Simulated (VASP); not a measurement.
Here is a VASP 6.6.1 calculation.

Contents of INCAR:

```
SYSTEM = SbRh3
  ALGO = Normal
  EDIFF = 1E-6
  ENCUT = 520
  ISIF = 2
  ISMEAR = -1
  LASPH = .TRUE.
  LCHARG = .TRUE.
  LELF = .TRUE.
  LREAL = .FALSE.
  LVHAR = .TRUE.
  LWAVE = .FALSE.
  NBANDS = 33
  NELM = 100
  PREC = Accurate
  SIGMA = 0.2
```

File KPOINTS:

```
k-points
0
G
  6 6 6
  0 0 0
```

POSCAR

```
SbRh3
1.0
    4.0059042978      0.0000000000      0.0000000000
    0.0000000000      4.0059042978      0.0000000000
    0.0000000000      0.0000000000      4.0059042978
Sb Rh
1 3
Direct
    0.0000000000      0.0000000000      0.0000000000
    0.5000000000      0.5000000000      0.0000000000
    0.5000000000      0.0000000000      0.5000000000
    0.0000000000      0.5000000000      0.5000000000
```

Potentials or basis: VASP PAW LDA potentials, release 64 (Sb, Rh_pv).

Launch:

```bash
$ cat potpaw_LDA.64/Sb/POTCAR potpaw_LDA.64/Rh_pv/POTCAR > POTCAR
$ mpirun -np 1 vasp_std > vasp.out
```

**Question.** What does it give for the band gap on the k mesh?

**Answer.** Zero (band 25 reaches 11.34 eV, above the bottom of band 26 at 10.10 eV).

**Question.** Predict the pressure.

**Answer.** -17.7 GPa.

Caveat: spin-orbit coupling is left out, which moves the levels of the heavy elements.
